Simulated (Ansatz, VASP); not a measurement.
Cu: VASP beside Ansatz

```
CELL_PARAMETERS angstrom
-1.50703 1.50703 1.53205
1.50703 -1.50703 1.53205
1.50703 1.50703 -1.53205
ATOMIC_POSITIONS crystal
Cu 0.00000 0.00000 0.00000
```

Alike in both runs: task single point; functional PBE; k mesh 24 × 24 × 24; occupations gaussian, width 0.15 eV; no spin polarisation.

```csv
,VASP,Ansatz
version,VASP 6.6.1,Ansatz 0.2.0
potentials or method,"VASP PAW PBE potentials, release 64 (Cu), cutoff 520 eV","scalar-relativistic, plane waves, PAW"
valence electrons in the cell,11,19
```

Ansatz gave:

* gap on the k mesh at the Fermi level (eV): none
* pressure (GPa): -14.1
* traceless stress, the component that is largest in VASP (GPa): 0.18

Q: What did VASP give for the same quantities?

A: gap on the k mesh at the Fermi level (eV): none; pressure (GPa): -13.5; traceless stress, the component that is largest in VASP (GPa): 0.18.

A gap of «none» marks a metal or a gap that the smearing closes. VASP's potentials hold 11 valence electrons a cell and Ansatz's 19, so a difference there can come from the potentials and not from the codes.
